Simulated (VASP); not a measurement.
# GaSb (I-4m2) in VASP: further runs, part 2 of 2

VASP 6.6.1.

### Step 3. Single point, r2SCAN

This run uses another cell than the first one, of 22.67 Å³/atom.

File POSCAR:

```
GaSb
1.0
   -2.6972256977      2.6972256977      1.5582344802
    2.6972256977     -2.6972256977      1.5582344802
    2.6972256977      2.6972256977     -1.5582344802
Sb Ga
1 1
Direct
    0.0000000000      0.0000000000      0.0000000000
    0.7500000000      0.2500000000      0.5000000000
```

File INCAR.step1:

```
SYSTEM = GaSb
  PREC = Accurate
  ENCUT = 520
  ISMEAR = -1
  SIGMA = 0.05
  LREAL = .False.
  LASPH = .True.
  NELM = 100
  NBANDS = 16
  GGA = PE
  ALGO = Normal
  EDIFF = 1E-4
  LWAVE = .True.
  LCHARG = .False.
```

File INCAR.step2:

```
SYSTEM = GaSb
  PREC = Accurate
  ENCUT = 520
  EDIFF = 1E-7
  ISMEAR = -1
  SIGMA = 0.05
  LREAL = .False.
  LASPH = .True.
  NELM = 100
  ALGO = Normal
  ISIF = 2
  LWAVE = .False.
  LCHARG = .True.
  METAGGA = R2SCAN
  LMIXTAU = .True.
  LELF = .True.
  LVHAR = .True.
  NBANDS = 16
  ISTART = 1
```

File KPOINTS:

```
Automatic mesh
0
Gamma
  10 10 10
  0 0 0
```

Potentials or basis: VASP PAW PBE potentials, release 64 (Sb, Ga_d).

The run is started by

```
$ cat potpaw_PBE.64/Sb/POTCAR potpaw_PBE.64/Ga_d/POTCAR > POTCAR
$ cp INCAR.step1 INCAR
$ mpirun -np 1 vasp_std > vasp.out
$ cp INCAR.step2 INCAR
$ mpirun -np 1 vasp_std > vasp.out
```

OUTCAR:

```text
SYSTEM = GaSb
   PREC = Accurate
   ENCUT = 520
   EDIFF = 1E-7
   ISMEAR = -1
   LREAL = .False.
   LASPH = .True.
   NELM = 100
   ISIF = 2
   METAGGA = R2SCAN
   ISTART = 1

 ion  position               nearest neighbor table
   1  0.000  0.000  0.000-   2 2.81   2 2.81   2 2.81   2 2.81
   2  0.750  0.250  0.500-   1 2.81   1 2.81   1 2.81   1 2.81

  LATTYP: Found a body centered tetragonal cell.
 ALAT       =     5.3944513954
 C/A-ratio  =     0.5777174975

  Lattice vectors:

[... 190 lines left out ...]
      5      -8.2233      2.00000
      6      -5.7908      2.00000
[... 433 lines left out ...]
      3      -8.2655      2.00000
      4      -8.2432      2.00000
      5      -8.2302      2.00000
      6      -2.5771      2.00000
[... 8 lines left out ...]
     15      17.7553      0.00000
     16      18.7976      0.00000

 [... further k-points ...]
[... 5 lines left out ...]
  --------------------------------------------------------------------------------------
  -------------------------------------------------------------------------------------
  Total        0.6450653      0.6450653      0.6122373      0.0000000      0.0000000      0.0000000
  in kB       22.7922334     22.7922334     21.6323128      0.0000000      0.0000000      0.0000000
  external PRESSURE =      22.4055932 kB  Pullay stress =       0.0000000 kB

 VOLUME and BASIS-vectors are now :
 -----------------------------------------------------------------------------
  energy-cutoff  :      520.00
  volume of cell :       45.34
      direct lattice vectors                 reciprocal lattice vectors
    -2.697225698  2.697225698  1.558234480     0.000000000  0.185375662  0.320875970
     2.697225698 -2.697225698  1.558234480     0.185375662  0.000000000  0.320875970
     2.697225698  2.697225698 -1.558234480     0.185375662  0.185375662  0.000000000

 POSITION                                       TOTAL-FORCE (eV/Angst)
 -----------------------------------------------------------------------------------
      0.00000      0.00000      0.00000        -0.000000     -0.000000     -0.000000
      0.00000      2.69723      0.77912         0.000000      0.000000      0.000000
 -----------------------------------------------------------------------------------
    total drift:                               -0.000011      0.000011      0.000000

  FREE ENERGIE OF THE ION-ELECTRON SYSTEM (eV)
  ---------------------------------------------------
  free  energy   TOTEN  =       -36.9987556077 eV

  energy  without entropy=      -36.9938852533  energy(sigma->0) =      -36.99632043
```

It took 2.1 min on 1 thread of Intel Xeon 6975P-C (Granite Rapids), shared host; peak memory 0.24 GiB.

What came out:

* Free energy: -36.9988 eV
* Pressure: 2.2 GPa
* Band gap on the k mesh: zero (bands 9 and 10 overlap by 4.92 eV)

Levels at points of the mesh, in eV from the Fermi level:
| k point | band 5 | band 6 | band 7 | band 8 | band 9 | band 10 | band 11 | band 12 | band 13 | band 14 |
| --- | --- | --- | --- | --- | --- | --- | --- | --- | --- | --- |
| (0.00, 0.00, 0.00) | -15.45 | -13.02 | -2.74 | -2.24 | -2.24 | 3.68 | 5.64 | 7.80 | 7.80 | 8.16 |
| (0.50, 0.00, 0.00) | -15.42 | -8.79 | -6.23 | -2.63 | -1.81 | -1.29 | 2.56 | 3.62 | 5.68 | 8.76 |
| (0.50, 0.50, 0.00) | -15.44 | -11.32 | -8.84 | -0.12 | 1.78 | 2.54 | 2.75 | 5.08 | 7.13 | 9.03 |
| (0.50, 0.50, 0.50) | -15.45 | -9.91 | -6.39 | -5.61 | -5.61 | 3.78 | 5.31 | 11.66 | 11.66 | 13.65 |

Caveat: the PAW data sets were made with another functional, which shifts forces and pressure a little; spin-orbit coupling is left out, which moves the levels of the heavy elements.

### Step 4. Single point, r2SCAN

This run uses another cell than the first one, of 23.15 Å³/atom.

File POSCAR:

```
GaSb
1.0
   -2.7162208707      2.7162208707      1.5692083240
    2.7162208707     -2.7162208707      1.5692083240
    2.7162208707      2.7162208707     -1.5692083240
Sb Ga
1 1
Direct
    0.0000000000      0.0000000000      0.0000000000
    0.7500000000      0.2500000000      0.5000000000
```

File INCAR.step1:

```
SYSTEM = GaSb
ALGO = Normal
EDIFF = 1E-4
ENCUT = 520
GGA = PE
ISMEAR = -1
LASPH = .True.
LCHARG = .False.
LREAL = .False.
LWAVE = .True.
NBANDS = 16
NELM = 100
PREC = Accurate
SIGMA = 0.05
```

File INCAR.step2:

```
SYSTEM = GaSb
ALGO = Normal
EDIFF = 1E-6
ENCUT = 520
ISIF = 2
ISMEAR = -1
ISTART = 1
LASPH = .True.
LCHARG = .False.
LMIXTAU = .True.
LREAL = .False.
LWAVE = .False.
METAGGA = R2SCAN
NBANDS = 16
NELM = 100
PREC = Accurate
SIGMA = 0.05
```

File KPOINTS:

```
k-points
0
Gamma
  10 10 10
  0 0 0
```

The run is started by

```
$ cat potpaw_PBE.64/Sb/POTCAR potpaw_PBE.64/Ga_d/POTCAR > POTCAR
$ cp INCAR.step1 INCAR
$ mpirun -np 1 vasp_std > vasp.out
$ cp INCAR.step2 INCAR
$ mpirun -np 1 vasp_std > vasp.out
```

It took 94 s on 1 thread of Intel Xeon 6975P-C (Granite Rapids), shared host; peak memory 0.24 GiB.

Results (log left out):

```
Free energy            : -37.0079 eV
Pressure               : 0.9 GPa
Band gap on the k mesh : zero (bands 9 and 10 overlap by 4.84 eV)
```

Stress tensor (GPa, compression positive):
```
0.92 0.00 0.00
0.00 0.92 0.00
0.00 0.00 0.79
```

Levels at points of the mesh, in eV from the Fermi level:
```tsv
k point	band 7	band 8	band 9	band 10	band 11	band 12
(0.00, 0.00, 0.00)	-2.79	-2.16	-2.16	3.75	5.51	7.69
(0.50, 0.00, 0.00)	-6.09	-2.60	-1.74	-1.24	2.62	3.58
(0.50, 0.50, 0.00)	-8.68	-0.10	1.80	2.49	2.73	5.00
(0.50, 0.50, 0.50)	-6.30	-5.46	-5.46	3.74	5.29	11.42
```

Caveat: the PAW data sets were made with another functional, which shifts forces and pressure a little; spin-orbit coupling is left out, which moves the levels of the heavy elements.

### Step 5. Single point, r2SCAN

This run uses another cell than the first one, of 23.64 Å³/atom.

File POSCAR:

```
GaSb
1.0
   -2.7349540204      2.7349540204      1.5800307924
    2.7349540204     -2.7349540204      1.5800307924
    2.7349540204      2.7349540204     -1.5800307924
Sb Ga
1 1
Direct
    0.0000000000      0.0000000000      0.0000000000
    0.7500000000      0.2500000000      0.5000000000
```

File INCAR.step1:

```
SYSTEM = GaSb
PREC = Accurate
ENCUT = 520
ISMEAR = -1
SIGMA = 0.05
LREAL = .FALSE.
LASPH = .TRUE.
NELM = 80
NBANDS = 16
GGA = PE
ALGO = Normal
EDIFF = 1E-4
LWAVE = .TRUE.
LCHARG = .FALSE.
```

File INCAR.step2:

```
SYSTEM = GaSb
PREC = Accurate
ENCUT = 520
EDIFF = 1E-7
ISMEAR = -1
SIGMA = 0.05
LREAL = .FALSE.
LASPH = .TRUE.
NELM = 80
ALGO = Normal
ISIF = 2
LWAVE = .FALSE.
LCHARG = .FALSE.
METAGGA = R2SCAN
LMIXTAU = .TRUE.
NBANDS = 16
ISTART = 1
```

File KPOINTS:

```
regular mesh
0
G
  10 10 10
  0 0 0
```

The run is started by

```
$ cat potpaw_PBE.64/Sb/POTCAR potpaw_PBE.64/Ga_d/POTCAR > POTCAR
$ cp INCAR.step1 INCAR
$ mpirun -np 1 vasp_std > vasp.out
$ cp INCAR.step2 INCAR
$ mpirun -np 1 vasp_std > vasp.out
```

Run time: 2 min. Hardware: 1 thread of Intel Xeon 6975P-C (Granite Rapids), shared host; peak memory 0.24 GiB.

It converged, with:

* Free energy: -37.0093 eV
* Pressure: -0.4 GPa
* Band gap on the k mesh: zero (bands 9 and 10 overlap by 4.76 eV)

Stress tensor (GPa, compression positive):
```
-0.34  0.00  0.00
 0.00 -0.34  0.00
 0.00  0.00 -0.44
```

Levels at points of the mesh, in eV from the Fermi level:
| k point | band 5 | band 6 | band 7 | band 8 | band 9 | band 10 | band 11 | band 12 | band 13 | band 14 |
| --- | --- | --- | --- | --- | --- | --- | --- | --- | --- | --- |
| (0.00, 0.00, 0.00) | -15.37 | -12.65 | -2.84 | -2.09 | -2.09 | 3.80 | 5.39 | 7.59 | 7.59 | 7.94 |
| (0.50, 0.00, 0.00) | -15.35 | -8.67 | -5.97 | -2.57 | -1.68 | -1.19 | 2.67 | 3.54 | 5.52 | 8.65 |
| (0.50, 0.50, 0.00) | -15.36 | -11.05 | -8.52 | -0.09 | 1.82 | 2.44 | 2.71 | 4.92 | 7.03 | 8.90 |
| (0.50, 0.50, 0.50) | -15.36 | -9.76 | -6.22 | -5.31 | -5.31 | 3.69 | 5.27 | 11.20 | 11.20 | 13.32 |

Caveat: the PAW data sets were made with another functional, which shifts forces and pressure a little; spin-orbit coupling is left out, which moves the levels of the heavy elements.

### Step 6. Summary

| level | cell | gap on the mesh (eV) | pressure (GPa) |
| --- | --- | --- | --- |
| PBEsol | a = 4.262 Å, angles 98.2, 98.2, 135.6°, 2 atoms | none | -4.6 |
| r2SCAN | a = 4.120 Å, angles 98.2, 98.2, 135.6°, 2 atoms | none | 2.2 |
| r2SCAN | a = 4.149 Å, angles 98.2, 98.2, 135.6°, 2 atoms | none | 0.9 |
| r2SCAN | a = 4.178 Å, angles 98.2, 98.2, 135.6°, 2 atoms | none | -0.4 |

Alike in all rows: task single point; potentials or basis VASP PAW PBE potentials, release 64 (Sb, Ga_d); no spin polarisation; k mesh 10 × 10 × 10; cutoff (eV) 520; smearing fermi-dirac 0.05 eV.

Caveats: the PAW data sets were made with another functional, which shifts forces and pressure a little; spin-orbit coupling is left out, which moves the levels of the heavy elements; the cell stands under tension (at least some runs).

Absolute energies hang on the potentials; compare differences alone.
